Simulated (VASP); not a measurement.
# TaH (F-43m) in VASP: further runs, part 2 of 2

VASP 6.6.1.

### 3 Single point, PBE

File INCAR:

```
PREC = Accurate
ENCUT = 500
EDIFF = 1E-6
ISMEAR = 0
SIGMA = 0.2
LREAL = F
LASPH = T
NELM = 120
ALGO = Normal
ISIF = 2
LWAVE = F
LCHARG = F
GGA = PE
NBANDS = 13
GGA_COMPAT = F
```

File KPOINTS:

```
Automatic mesh
0
Gamma
  7 7 7
```

File POSCAR:

```
TaH
1.0
    0.0000000000      2.2103078075      2.2103078075
    2.2103078075      0.0000000000      2.2103078075
    2.2103078075      2.2103078075      0.0000000000
Ta H
1 1
Direct
    0.7500000000      0.7500000000      0.7500000000
    0.5000000000      0.5000000000      0.5000000000
```

Potentials or basis: VASP PAW PBE potentials, release 64 (Ta_pv, H).

Started as:

```sh
$ cat potpaw_PBE.64/Ta_pv/POTCAR potpaw_PBE.64/H/POTCAR > POTCAR
$ mpirun -np 1 vasp_std > vasp.out
```

OUTCAR:

```text
PREC = Accurate
   ENCUT = 500
   EDIFF = 1E-6
   ISMEAR = 0
   LREAL = F
   LASPH = T
   NELM = 120
   ISIF = 2
   GGA = PE

 ion  position               nearest neighbor table
   1  0.750  0.750  0.750-   2 1.91   2 1.91   2 1.91   2 1.91
   2  0.500  0.500  0.500-   1 1.91   1 1.91   1 1.91   1 1.91

  LATTYP: Found a face centered cubic cell.
 ALAT       =     4.4206156150

  Lattice vectors:

 A1 = (   0.0000000000,   2.2103078075,   2.2103078075)
 A2 = (   2.2103078075,   0.0000000000,   2.2103078075)
 A3 = (   2.2103078075,   2.2103078075,   0.0000000000)

Analysis of symmetry for initial positions (statically):
=====================================================================
 Subroutine PRICEL returns:
 Original cell was already a primitive cell.

 Routine SETGRP: Setting up the symmetry group for a
 face centered cubic supercell.

 Subroutine GETGRP returns: Found 24 space group operations
 (whereof 24 operations were pure point group operations)
 out of a pool of 48 trial point group operations.

The static configuration has the point symmetry T_d .

Analysis of symmetry for dynamics (positions and initial velocities):
=====================================================================
 Subroutine PRICEL returns:
 Original cell was already a primitive cell.

 Routine SETGRP: Setting up the symmetry group for a
 face centered cubic supercell.

 Subroutine GETGRP returns: Found 24 space group operations
 (whereof 24 operations were pure point group operations)
 out of a pool of 48 trial point group operations.

The dynamic configuration has the point symmetry T_d .

 Subroutine INISYM returns: Found 24 space group operations
 (whereof 24 operations are pure point group operations),
 and found     1 'primitive' translations

----------------------------------------------------------------------------------------

                                     Primitive cell

[... 112 lines left out ...]
   AEXX    =    0.0000 exact exchange contribution
   IVDW    =     0    specifies the selected vdW correction
   LEPSILON=     F    determine dielectric tensor
   LRPA    =     F    only Hartree local field effects (RPA)
 non-spin polarized calculation
 Gauss-broadening in eV      SIGMA  =   0.20
  energy-cutoff  :      500.00
  volume of cell :       21.60
 maximum number of plane-waves:       559
   NGX = 11   NGY = 11   NGZ = 11

 number of electron      12.0000001 magnetization

 Free energy of the ion-electron system (eV)
  ---------------------------------------------------
  ext. energy  EPLUGINS =         0.00000000
  ---------------------------------------------------
  free energy    TOTEN  =       -15.26581974 eV

  energy without entropy =      -15.23866500  energy(sigma->0) =      -15.25224237

 E-fermi :   5.3568     XC(G=0): -12.1657

 val. band max:        5.3037132697   @ k =  -0.1429   0.1429   0.0000
 cond. band min:       5.3651702266   @ k =   0.2857   0.0000   0.0000
 fundamental gap:      0.0614569569
 Fermi energy:         5.3568378030

 k-point     1 :       0.0000    0.0000    0.0000
  band No.  band energies     occupation
      1     -28.8993      2.00000
      2     -28.8993      2.00000
      3     -28.8993      2.00000
      4      -5.2735      2.00000
      5       4.9779      1.99262
      6       4.9779      1.99262
      7       4.9779      1.99262
      8       7.9024      0.00000
      9       7.9024      0.00000
     10       9.5904      0.00000
     11      19.0912      0.00000
     12      20.6905      0.00000
     13      20.6905      0.00000
[... 290 lines left out ...]
  band No.  band energies     occupation
      1     -29.4045      2.00000
      2     -29.3260      2.00000
      3     -29.1177      2.00000
      4      -1.5285      2.00000
      5       2.4953      2.00000
      6       3.9441      2.00000
      7       6.7505      0.00000
      8       9.5951      0.00000
      9      11.2401      0.00000
     10      12.9739      0.00000
     11      14.4141      0.00000
     12      17.7794      0.00000
     13      19.0953      0.00000

------------------------ aborting loop because EDIFF is reached ----------------------------------------

  FORCE on cell =-STRESS in cart. coord.  units (eV):
  Direction    XX          YY          ZZ          XY          YZ          ZX
  --------------------------------------------------------------------------------------
  -------------------------------------------------------------------------------------
  Total       -0.0239761     -0.0239761     -0.0239761     -0.0000000      0.0000000     -0.0000000
  in kB       -1.7786906     -1.7786906     -1.7786906     -0.0000000      0.0000000     -0.0000000
  external PRESSURE =      -1.7786906 kB  Pullay stress =       0.0000000 kB

 VOLUME and BASIS-vectors are now :
 -----------------------------------------------------------------------------
  energy-cutoff  :      500.00
  volume of cell :       21.60
      direct lattice vectors                 reciprocal lattice vectors
     0.000000000  2.210307807  2.210307807    -0.226212837  0.226212837  0.226212837
     2.210307807  0.000000000  2.210307807     0.226212837 -0.226212837  0.226212837
     2.210307807  2.210307807  0.000000000     0.226212837  0.226212837 -0.226212837

 POSITION                                       TOTAL-FORCE (eV/Angst)
 -----------------------------------------------------------------------------------
      3.31546      3.31546      3.31546        -0.000000     -0.000000     -0.000000
      2.21031      2.21031      2.21031         0.000000      0.000000      0.000000
 -----------------------------------------------------------------------------------
    total drift:                                0.000000      0.000000      0.000000

  FREE ENERGIE OF THE ION-ELECTRON SYSTEM (eV)
  ---------------------------------------------------
  free  energy   TOTEN  =       -15.2658197398 eV

  energy  without entropy=      -15.2386649953  energy(sigma->0) =      -15.25224237
```

Run time: 9.2 s. Hardware: 1 thread of AMD EPYC 7R43 (Zen 3), shared host; peak memory 0.1 GiB.

Results:

```
Free energy            : -15.2658 eV
Pressure               : -0.2 GPa
Band gap on the k mesh : zero (band 6 reaches 5.53 eV, above the bottom of band 7 at 4.98 eV)
```

Levels at points of the mesh, in eV from the Fermi level:
| k point | band 3 | band 4 | band 5 | band 6 | band 7 | band 8 | band 9 | band 10 |
| --- | --- | --- | --- | --- | --- | --- | --- | --- |
| (0.00, 0.00, 0.00) | -34.26 | -10.63 | -0.38 | -0.38 | -0.38 | 2.55 | 2.55 | 4.23 |

Caveat: spin-orbit coupling is left out, which moves the levels of the heavy elements.
